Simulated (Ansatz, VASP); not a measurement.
# One calculation of BaZrO3, two programs

Contents of POSCAR:

```
BaZrO3
1.0
    4.1807189696      0.0000000000      0.0000000000
    0.0000000000      4.1807189696      0.0000000000
    0.0000000000      0.0000000000      4.1807189696
Ba Zr O
1 1 3
Direct
    0.0000000000      0.0000000000      0.0000000000
    0.5000000000      0.5000000000      0.5000000000
    0.5000000000      0.5000000000      0.0000000000
    0.0000000000      0.5000000000      0.5000000000
    0.5000000000      0.0000000000      0.5000000000
```

The input INCAR.step1:

```
ALGO = Normal ; EDIFF = 1E-5
ENCUT = 660 ; GGA = PE
GGA_COMPAT = False ; ISMEAR = 0
LASPH = True ; LCHARG = False
LREAL = False ; LWAVE = True
NBANDS = 28 ; NELM = 120
PREC = Accurate ; SIGMA = 0.02
```

The input INCAR.step2:

```
ALGO = Normal ; EDIFF = 1E-6
ENCUT = 660 ; GGA_COMPAT = False
ISIF = 2 ; ISMEAR = 0
ISTART = 1 ; LASPH = True
LCHARG = False ; LMIXTAU = True
LREAL = False ; LWAVE = False
METAGGA = R2SCAN ; NBANDS = 28
NELM = 120 ; PREC = Accurate
SIGMA = 0.02
```

Contents of KPOINTS:

```
k-points
0
Gamma
  6 6 6
```

Input for Ansatz:

```yaml
crystal:
  lattice:
    - [4.1807189696, 0.0, 0.0]
    - [0.0, 4.1807189696, 0.0]
    - [0.0, 0.0, 4.1807189696]
  atoms:
    - { symbol: Ba, position: [0.0, 0.0, 0.0] }
    - { symbol: Zr, position: [0.5, 0.5, 0.5] }
    - { symbol: O, position: [0.5, 0.5, 0.0] }
    - { symbol: O, position: [0.0, 0.5, 0.5] }
    - { symbol: O, position: [0.5, 0.0, 0.5] }
basis:
  ecutwfc: 500
kpoints:
  mp_grid: { grid: [6, 6, 6] }
  band_path:
    path:
      - [[0.0, 0.0, 0.0], [0.0, 0.5, 0.0], [0.5, 0.5, 0.0], [0.0, 0.0, 0.0], [0.5, 0.5, 0.5], [0.0, 0.5, 0.0]]
      - [[0.5, 0.5, 0.5], [0.5, 0.5, 0.0]]
    npoints: 10
hamiltonian:
  xc: r2scan
  pseudopotentials: { kind: paw, azcp: { folder: soft_1 } }
scf:
  occupations: { method: gaussian, width: 0.02 }
  n_extra_bands: 8
output:
  forces: true
  stress: true
  eigenvalues: true
```

Alike in both runs: task single point; functional r2SCAN; k mesh 6 × 6 × 6; occupations gaussian, width 0.02 eV; no spin polarisation.

|  | VASP | Ansatz |
| --- | --- | --- |
| version | VASP 6.6.1 | Ansatz 0.2.0 |
| potentials or method | VASP PAW PBE potentials, release 64 (Ba_sv, Zr_sv, O), cutoff 660 eV | scalar-relativistic, plane waves, PAW |
| valence electrons in the cell | 40 | 40 |

|  | VASP | Ansatz | Ansatz less VASP |
| --- | --- | --- | --- |
| gap on the k mesh at the Fermi level (eV) | 3.72 | 3.78 | +0.057 |
| least direct gap on the mesh (eV) | 3.96 | 3.98 | +0.022 |
| pressure (GPa) | 3.9 | 2.9 | -0.93 |

VASP's potentials were made for PBE, not for r2SCAN.

Spin-orbit coupling is off throughout.
